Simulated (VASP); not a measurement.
# SrO: electric field gradients with PBE

The system is SrO.

```xyz
2
Lattice="0.0000 2.5262 2.5262 2.5262 0.0000 2.5262 2.5262 2.5262 0.0000" Properties=species:S:1:pos:R:3 pbc="T T T"
Sr    0.0000    0.0000    0.0000
O     2.5262    2.5262    2.5262
```

This cell differs from its parent crystal: volume scaled by 0.95.

```
Program                : VASP 6.6.1
Task                   : electric field gradients
Functional             : PBE
Potentials or basis    : VASP PAW PBE potentials, release 64 (Sr_sv, O)
Cutoff                 : 520 eV
k mesh                 : 8 × 8 × 8
Occupations            : fermi-dirac, width 0.02 eV
Spin                   : no spin polarisation
Dipole correction      : no
Further INCAR settings : ALGO = Normal; EDIFF = 1e-08; NBANDS = 15
```

```json
{"Pressure": "9.3 GPa", "Band gap on the k mesh": "3.23 eV, indirect (least direct gap 3.28 eV)"}
```

Levels at points of the mesh, in eV from the valence-band top:
| k point | band 6 | band 7 | band 8 | band 9 | band 10 | band 11 |
| --- | --- | --- | --- | --- | --- | --- |
| (0.00, 0.00, 0.00) | 0.00 | 0.00 | 0.00 | 4.37 | 6.32 | 6.32 |
| (0.50, 0.00, 0.00) | -2.27 | -1.25 | -1.25 | 6.78 | 8.89 | 9.15 |
| (0.50, 0.50, 0.00) | -0.33 | -0.05 | -0.05 | 3.23 | 8.21 | 10.52 |

It took 12 s on 1 thread of AMD EPYC 9R14 (Zen 4) (shared host), peak memory 0.13 GiB.

Caveat: without QUAD_EFG the Cq values of the log hold for a quadrupole moment of 1 mb, not for the nuclei. A k mesh can miss the band edges.
